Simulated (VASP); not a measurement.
A run of VASP 6.6.1 is set up as follows.

File INCAR:

```
PREC = Accurate ; ENCUT = 520
EDIFF = 1E-6 ; ISMEAR = -1
SIGMA = 0.05 ; LREAL = False
LASPH = True ; NELM = 150
ALGO = Normal ; ISIF = 2
LWAVE = False ; LCHARG = False
LMAXMIX = 4 ; LDAU = True
LDAUTYPE = 2 ; LDAUL = 2 -1
LDAUU = 1 0 ; LDAUJ = 0 0
LDAUPRINT = 1 ; GGA = CA
NBANDS = 24
```

KPOINTS

```
Automatic mesh
0
Gamma
  11 11 11
```

File POSCAR:

```
TaAs
1.0
   -1.7218133622      1.7218133622      5.8679415361
    1.7218133622     -1.7218133622      5.8679415361
    1.7218133622      1.7218133622     -5.8679415361
Ta As
2 2
Direct
    0.4999673000      0.4999673000      0.0000000000
    0.2499673000      0.7499673000      0.5000000000
    0.0826321200      0.0826321200      0.0000000000
    0.8326321200      0.3326321200      0.5000000000
```

Potentials or basis: VASP PAW LDA potentials, release 64 (Ta_pv, As).

Run with:

```bash
$ cat potpaw_LDA.64/Ta_pv/POTCAR potpaw_LDA.64/As/POTCAR > POTCAR
$ mpirun -np 1 vasp_std > vasp.out
```

(1) What does it give for the pressure?

(2) Estimate the band gap on the k mesh.

(3) Predict the largest force.

Answers

(1) -5.1 GPa.

(2) zero (filled and empty bands touch).

(3) 0.021 eV/Å.

Caveat: the cell stands under tension; spin-orbit coupling is left out, which moves the levels of the heavy elements; U without spin polarisation on a metal has little footing; the U is typed as a test and isn't derived for this compound.
